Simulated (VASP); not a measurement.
# Ba (P6/mmm) in VASP: further runs

The runs below take Ba through single point, relaxation of cell and atoms, with revPBE.

All numbers are computed with VASP 6.6.1; they aren't measurements. Logs are shortened: lines on timing, memory, paths and dates and some standing lists are left out, and cuts for length are marked.

### Step 1. The cell of the first run

The structure is hexagonal, space group P6/mmm (No. 191). Conventional cell: a = 7.636 Å, b = 7.636 Å, c = 4.536 Å, α = 90.00°, β = 90.00°, γ = 120.00°. Within 5.8 Å of Ba (site symmetry -6m2) lie 11 Ba at 4.41 to 4.96 Å.

This isn't the form of Ba at room conditions, which is bcc.

### Step 2. Single point, revPBE (76.36 Å³/atom)

INCAR reads:

```
  ALGO = Normal
  EDIFF = 1E-6
  ENCUT = 520
  GGA = RE
  ISIF = 2
  ISMEAR = -1
  LASPH = T
  LCHARG = T
  LELF = T
  LREAL = F
  LVHAR = T
  LWAVE = F
  NBANDS = 22
  NELM = 60
  PREC = Accurate
  SIGMA = 0.1
```

KPOINTS reads:

```
k-points
0
Gamma
  6 6 8
```

POSCAR reads:

```
Ba
1.0
    7.6361084082      0.0000000000      0.0000000000
   -3.8180542041      6.6130638675      0.0000000000
    0.0000000000      0.0000000000      4.5362699043
Ba
3
Direct
    0.0000000000      0.0000000000      0.0000000000
    0.3333333333      0.6666666667      0.5000000000
    0.6666666667      0.3333333333      0.5000000000
```

Potentials or basis: VASP PAW PBE potentials, release 64 (Ba_sv).

The run is started by

```sh
cat potpaw_PBE.64/Ba_sv/POTCAR > POTCAR
mpirun -np 1 vasp_std > vasp.out
```

OUTCAR:

```text
EDIFF = 1E-6
   ENCUT = 520
   GGA = RE
   ISIF = 2
   ISMEAR = -1
   LASPH = T
   LREAL = F
   NELM = 60
   PREC = Accurate

 ion  position               nearest neighbor table
   1  0.000  0.000  0.000-
   2  0.333  0.667  0.500-   3 4.41   3 4.41   3 4.41
   3  0.667  0.333  0.500-   2 4.41   2 4.41   2 4.41

  LATTYP: Found a hexagonal cell.
 ALAT       =     7.6361084082
 C/A-ratio  =     0.5940551996

  Lattice vectors:

 A1 = (   7.6361084082,   0.0000000000,   0.0000000000)
 A2 = (  -3.8180542041,   6.6130638675,   0.0000000000)
 A3 = (   0.0000000000,   0.0000000000,   4.5362699043)

Analysis of symmetry for initial positions (statically):
=====================================================================
 Subroutine PRICEL returns:
 Original cell was already a primitive cell.

 Routine SETGRP: Setting up the symmetry group for a
 hexagonal supercell.

 Subroutine GETGRP returns: Found 24 space group operations
 (whereof 24 operations were pure point group operations)
 out of a pool of 24 trial point group operations.

The static configuration has the point symmetry D_6h.

Analysis of symmetry for dynamics (positions and initial velocities):
=====================================================================
 Subroutine PRICEL returns:
 Original cell was already a primitive cell.

 Routine SETGRP: Setting up the symmetry group for a
 hexagonal supercell.

 Subroutine GETGRP returns: Found 24 space group operations
 (whereof 24 operations were pure point group operations)
 out of a pool of 24 trial point group operations.

The dynamic configuration has the point symmetry D_6h.

 Subroutine INISYM returns: Found 24 space group operations
 (whereof 24 operations are pure point group operations),
 and found     1 'primitive' translations

----------------------------------------------------------------------------------------

                                     Primitive cell

  volume of cell :     229.0729

  direct lattice vectors                    reciprocal lattice vectors
     7.636108408  0.000000000  0.000000000     0.130956758  0.075607919  0.000000000
    -3.818054204  6.613063868  0.000000000     0.000000000  0.151215839  0.000000000
     0.000000000  0.000000000  4.536269904     0.000000000  0.000000000  0.220445437

  length of vectors
     7.636108408  7.636108408  4.536269904     0.151215839  0.151215839  0.220445437

  position of ions in fractional coordinates (direct lattice)
     0.000000000  0.000000000  0.000000000
     0.333333333  0.666666667  0.500000000
     0.666666667  0.333333333  0.500000000

  ion indices of the primitive-cell ions
   primitive index   ion index
                 1           1
                 2           2
                 3           3

----------------------------------------------------------------------------------------

 KPOINTS: k-points

Automatic generation of k-mesh.
 Grid dimensions read from file:
 generate k-points for:    6    6    8

 Generating k-lattice:

  Cartesian coordinates                     Fractional coordinates (reciprocal lattice)
     0.021826126  0.012601320  0.000000000     0.166666667  0.000000000  0.000000000
     0.000000000  0.025202640  0.000000000     0.000000000  0.166666667  0.000000000
     0.000000000  0.000000000  0.027555680     0.000000000  0.000000000  0.125000000

  Length of vectors
     0.025202640  0.025202640  0.027555680

  Shift w.r.t. Gamma in fractional coordinates (k-lattice)
     0.000000000  0.000000000  0.000000000

 Subroutine IBZKPT returns following result:
 ===========================================

 Found     35 irreducible k-points:

 Following reciprocal coordinates:
            Coordinates               Weight
  0.000000  0.000000  0.000000      1.000000
  0.166667 -0.000000  0.000000      6.000000
  0.333333  0.000000  0.000000      6.000000
  0.500000  0.000000  0.000000      3.000000
  0.166667  0.166667  0.000000      6.000000
  0.333333  0.166667  0.000000     12.000000
[... 16 lines left out ...]
  0.166667 -0.000000  0.375000     12.000000
  0.333333  0.000000  0.375000     12.000000
 [... further k-points ...]
   k-points           NKPTS =     35   k-points in BZ     NKDIM =     35   number of bands    NBANDS=     22
   number of dos      NEDOS =    301   number of ions     NIONS =      3
   total plane-waves  NPLWV = 129600
   dimension x,y,z NGX =    60 NGY =   60 NGZ =   36
   dimension x,y,z NGXF=   120 NGYF=  120 NGZF=   72
   ions per type =               3
   NGX,Y,Z   is equivalent  to a cutoff of  13.06, 13.06, 13.19 a.u.
   NGXF,Y,Z  is equivalent  to a cutoff of  26.13, 26.13, 26.39 a.u.
 SYSTEM =  unknown system
   PREC   = accura    normal or accurate (medium, high low for compatibility)
   ISTART =      0    job   : 0-new  1-cont  2-samecut
   ICHARG =      2    charge: 1-file 2-atom 10-const
   ISPIN  =      1    spin polarized calculation?
   LNONCOLLINEAR =      F non collinear calculations
   LSORBIT =      F    spin-orbit coupling
   LASPH  =      T    aspherical Exc in radial PAW
   ENCUT  =  520.0 eV  38.22 Ry    6.18 a.u.  14.20 14.20  8.43*2*pi/ulx,y,z
   NELM   =     60;   NELMIN=  2; NELMDL= -5     # of ELM steps
   EDIFF  = 0.1E-05   stopping-criterion for ELM
   LREAL  =      F    real-space projection
   EDIFFG = 0.1E-04   stopping-criterion for IOM
   NSW    =      0    number of steps for IOM
   IBRION =     -1    ionic relax: 0-MD 1-quasi-New 2-CG
   NFREE  =      0    steps in history (QN), initial steepest desc. (CG)
   ISIF   =      2    stress and relaxation
   ISYM   =      2    0-nonsym 1-usesym 2-fastsym
   POTIM  = 0.5000    time-step for ionic-motion
   TEBEG  =    0.0;   TEEND  =   0.0 temperature during run
   PSTRESS=    0.0 pullay stress
   NELECT =      30.0000    total number of electrons
   NUPDOWN=      -1.0000    fix difference up-down
   EMIN   =  10.00;   EMAX   =-10.00  energy-range for DOS
   EFERMI =   0.00;   METHOD = LEGACY
   ISMEAR =    -1;   SIGMA  =   0.10  broadening in eV -4-tet -1-fermi 0-gaus
   EFERMI_NEDOS =   21; number of points for ismear=-14 and -15
   IALGO  =     38    algorithm
   IMIX   =      4    mixing-type and parameters
     AMIX     =   0.40;   BMIX     =  1.00
     AMIX_MAG =   1.60;   BMIX_MAG =  1.00
  volume/ion in A,a.u.               =      76.36       515.29
  Fermi-wavevector in a.u.,A,eV,Ry     =   0.831363  1.571048  9.403863  0.691164
  Thomas-Fermi vector in A             =   1.944237
   LORBIT       =      0    0 simple, 1 ext, 2 COOP (PROOUT), +10 PAW based schemes
   GGA     = RE    functional components
   LHFCALC =     F    Hartree Fock is set to
   AEXX    =    0.0000 exact exchange contribution
   IVDW    =     0    specifies the selected vdW correction
   LEPSILON=     F    determine dielectric tensor
   LRPA    =     F    only Hartree local field effects (RPA)
 non-spin polarized calculation
  energy-cutoff  :      520.00
  volume of cell :      229.07
 maximum number of plane-waves:      6215
 NGX is ok and might be reduce to    60
   NGX = 29   NGY = 29   NGZ = 17

 number of electron      29.9999996 magnetization

 Free energy of the ion-electron system (eV)
  ---------------------------------------------------
  ext. energy  EPLUGINS =         0.00000000
  ---------------------------------------------------
  free energy    TOTEN  =        -5.03335743 eV

  energy without entropy =       -4.83384090  energy(sigma->0) =       -4.93359917

 E-fermi :   1.1650     XC(G=0):  -6.7380

 val. band max:        1.1613379852   @ k =   0.3333   0.1667   0.5000
 cond. band min:       1.1694408323   @ k =   0.1667   0.1667   0.5000
 fundamental gap:      0.0081028471
 Fermi energy:         1.1650351955

 k-point     1 :       0.0000    0.0000    0.0000
  band No.  band energies     occupation
      1     -28.1535      2.00000
      2     -28.1303      2.00000
      3     -28.0813      2.00000
      4     -13.3936      2.00000
      5     -13.3936      2.00000
      6     -13.2800      2.00000
[... 14 lines left out ...]
     21       3.0365      0.00000
     22       3.0365      0.00000

 k-point     2 :       0.1667   -0.0000    0.0000
  band No.  band energies     occupation
      1     -28.1520      2.00000
      2     -28.1316      2.00000
      3     -28.0815      2.00000
      4     -13.4049      2.00000
      5     -13.3923      2.00000
      6     -13.2641      2.00000
[... 14 lines left out ...]
     21       2.8376      0.00000
     22       3.1633      0.00000

 k-point     3 :       0.3333    0.0000    0.0000
  band No.  band energies     occupation
      1     -28.1483      2.00000
      2     -28.1351      2.00000
      3     -28.0817      2.00000
      4     -13.4226      2.00000
      5     -13.3750      2.00000
      6     -13.2505      2.00000
[... 14 lines left out ...]
     21       2.4204      0.00001
     22       3.1176      0.00000

 k-point     4 :       0.5000    0.0000    0.0000
  band No.  band energies     occupation
      1     -28.1454      2.00000
      2     -28.1379      2.00000
      3     -28.0818      2.00000
      4     -13.4299      2.00000
      5     -13.3515      2.00000
      6     -13.2813      2.00000
[... 14 lines left out ...]
     21       2.3600      0.00001
     22       3.0556      0.00000

 k-point     5 :       0.1667    0.1667    0.0000
  band No.  band energies     occupation
      1     -28.1494      2.00000
      2     -28.1341      2.00000
      3     -28.0817      2.00000
      4     -13.4141      2.00000
      5     -13.3865      2.00000
      6     -13.2492      2.00000
[... 417 lines left out ...]
 k-point    22 :       0.0000    0.0000    0.3750
  band No.  band energies     occupation
      1     -28.1441      2.00000
      2     -28.1217      2.00000
      3     -28.0729      2.00000
      4     -13.3806      2.00000
      5     -13.3735      2.00000
      6     -13.3735      2.00000
[... 14 lines left out ...]
     21       2.8543      0.00000
     22       2.8543      0.00000

 k-point    23 :       0.1667   -0.0000    0.3750
  band No.  band energies     occupation
      1     -28.1428      2.00000
      2     -28.1230      2.00000
      3     -28.0729      2.00000
      4     -13.3812      2.00000
      5     -13.3783      2.00000
      6     -13.3677      2.00000
[... 14 lines left out ...]
     21       2.7428      0.00000
     22       2.8005      0.00000

 k-point    24 :       0.3333    0.0000    0.3750
  band No.  band energies     occupation
      1     -28.1394      2.00000
      2     -28.1265      2.00000
      3     -28.0730      2.00000
      4     -13.3869      2.00000
      5     -13.3807      2.00000
      6     -13.3675      2.00000
[... 14 lines left out ...]
     21       2.6871      0.00000
     22       2.7205      0.00000

 [... further k-points ...]

------------------------ aborting loop because EDIFF is reached ----------------------------------------

  FORCE on cell =-STRESS in cart. coord.  units (eV):
  Direction    XX          YY          ZZ          XY          YZ          ZX
  --------------------------------------------------------------------------------------
  -------------------------------------------------------------------------------------
  Total       -1.0379319     -1.0379319     -0.9448395      0.0000000      0.0000000     -0.0000000
  in kB       -7.2594839     -7.2594839     -6.6083790      0.0000000      0.0000000     -0.0000000
  external PRESSURE =      -7.0424489 kB  Pullay stress =       0.0000000 kB

 VOLUME and BASIS-vectors are now :
 -----------------------------------------------------------------------------
  energy-cutoff  :      520.00
  volume of cell :      229.07
      direct lattice vectors                 reciprocal lattice vectors
     7.636108408  0.000000000  0.000000000     0.130956758  0.075607919  0.000000000
    -3.818054204  6.613063868  0.000000000     0.000000000  0.151215839  0.000000000
     0.000000000  0.000000000  4.536269904     0.000000000  0.000000000  0.220445437

 POSITION                                       TOTAL-FORCE (eV/Angst)
 -----------------------------------------------------------------------------------
      0.00000      0.00000      0.00000        -0.000000      0.000000      0.000000
     -0.00000      4.40871      2.26813         0.000000      0.000000     -0.000000
      3.81805      2.20435      2.26813        -0.000000     -0.000000      0.000000
 -----------------------------------------------------------------------------------
    total drift:                                0.000000     -0.000000      0.000000

  FREE ENERGIE OF THE ION-ELECTRON SYSTEM (eV)
  ---------------------------------------------------
  free  energy   TOTEN  =        -5.0333574298 eV

  energy  without entropy=       -4.8338409046  energy(sigma->0) =       -4.93359917
```

Run time: 1.9 min. Hardware: 1 thread of Intel Xeon Platinum 8488C (Sapphire Rapids), shared host; peak memory 0.42 GiB.

Results:

| Quantity | Value |
| --- | --- |
| Free energy | -5.0334 eV |
| Pressure | -0.7 GPa |
| Band gap on the k mesh | zero (bands 15 and 16 overlap by 0.49 eV) |

Levels at points of the mesh, in eV from the Fermi level:
```tsv
k point	band 13	band 14	band 15	band 16	band 17	band 18
(0.00, 0.00, 0.00)	-2.63	-0.22	0.30	0.30	0.34	0.34
(0.50, 0.00, 0.00)	-1.57	-1.53	-0.81	0.62	0.71	0.73
(0.00, 0.00, 0.50)	-0.82	-0.36	-0.19	-0.19	0.01	0.01
(0.50, 0.00, 0.50)	-0.58	-0.57	-0.08	0.25	0.29	0.44
```

Caveat: the PAW data sets were made with another functional, which shifts forces and pressure a little; spin-orbit coupling is left out, which moves the levels of the heavy elements.

### Step 3. Single point, revPBE

This run uses another cell than the first one, of 68.18 Å³/atom.

INCAR reads:

```
SYSTEM = Ba
PREC     = Accurate       ! precision mode
ENCUT    = 520            ! plane-wave cutoff, eV
EDIFF    = 1E-7           ! SCF threshold, eV
ISMEAR   = -1             ! smearing method
SIGMA    = 0.1            ! smearing width, eV
LREAL    = .False.        ! projectors in reciprocal space
LASPH    = .True.         ! aspherical terms in the spheres
NELM     = 80             ! most SCF steps
ALGO     = Normal         ! electronic algorithm
ISIF     = 2              ! what is computed and relaxed
LWAVE    = .False.        ! write WAVECAR
LCHARG   = .True.         ! write CHGCAR
GGA      = RE             ! functional
LELF     = .True.         ! ELF
LVHAR    = .True.       
NBANDS   = 22             ! bands
```

KPOINTS reads:

```
Automatic mesh
0
Gamma
  7 7 10
  0 0 0
```

POSCAR reads:

```
Ba
1.0
    7.3530255965      0.0000000000      0.0000000000
   -3.6765127982      6.3679069613      0.0000000000
    0.0000000000      0.0000000000      4.3681030881
Ba
3
Direct
    0.0000000000      0.0000000000      0.0000000000
    0.3333333333      0.6666666667      0.5000000000
    0.6666666667      0.3333333333      0.5000000000
```

Potentials or basis: VASP PAW PBE potentials, release 64 (Ba_sv).

The run is started by

```sh
cat potpaw_PBE.64/Ba_sv/POTCAR > POTCAR
mpirun -np 1 vasp_std > vasp.out
```

It took 2.8 min on 1 thread of Intel Xeon Platinum 8488C (Sapphire Rapids), shared host; peak memory 0.39 GiB.

The run converged. Its results:

| Item | Value |
| --- | --- |
| Free energy | -5.0884 eV |
| Pressure | 0.0 GPa |
| Band gap on the k mesh | zero (bands 15 and 16 overlap by 0.63 eV) |

Levels at points of the mesh, in eV from the Fermi level:
```
           k point  band 11  band 12  band 13  band 14  band 15  band 16  band 17  band 18  band 19  band 20
(0.00, 0.00, 0.00)   -14.07   -14.05    -2.71    -0.27     0.39     0.39     0.44     0.44     0.54     1.42
(0.00, 0.00, 0.50)   -14.13   -14.13    -0.73    -0.30    -0.30    -0.24    -0.04    -0.04     1.44     1.44
```

Caveat: the PAW data sets were made with another functional, which shifts forces and pressure a little; spin-orbit coupling is left out, which moves the levels of the heavy elements.

(Part 1 of 2 ends here.)
